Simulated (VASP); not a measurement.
Runs of VASP 6.6.1 on Si. The structure is that of space group Fd-3m (No. 227), or close to it. The cells are those of the table. 

```tsv
level	cell	k mesh	gap on the mesh (eV)	pressure (GPa)
PBE	a = 3.906 Å, angles 60.0°, 2 atoms	6 × 6 × 6	0.80	-2.5
PBE	a = 3.789 Å, angles 60.0°, 2 atoms	6 × 6 × 6	0.62	6.3
r2SCAN	a = 3.850 Å, angles 60.0°, 2 atoms	6 × 6 × 6	0.93	-0.2
PBE	a = 3.850 Å, angles 60.0°, 2 atoms	8 × 8 × 8	(b)	1.2
PBE	a = 3.829 Å, angles 60.0°, 2 atoms	6 × 6 × 6	(a)	2.9
```

Alike in all rows: task single point; potentials or basis VASP PAW PBE potentials, release 64 (Si); no spin polarisation; cutoff (eV) 520; smearing gaussian 0.01 eV.

Estimate the missing entries.

(a) 0.69; (b) 0.63.

Caveats: the PAW data sets were made with another functional, which shifts forces and pressure a little (some runs).

A k mesh can miss the band edges.
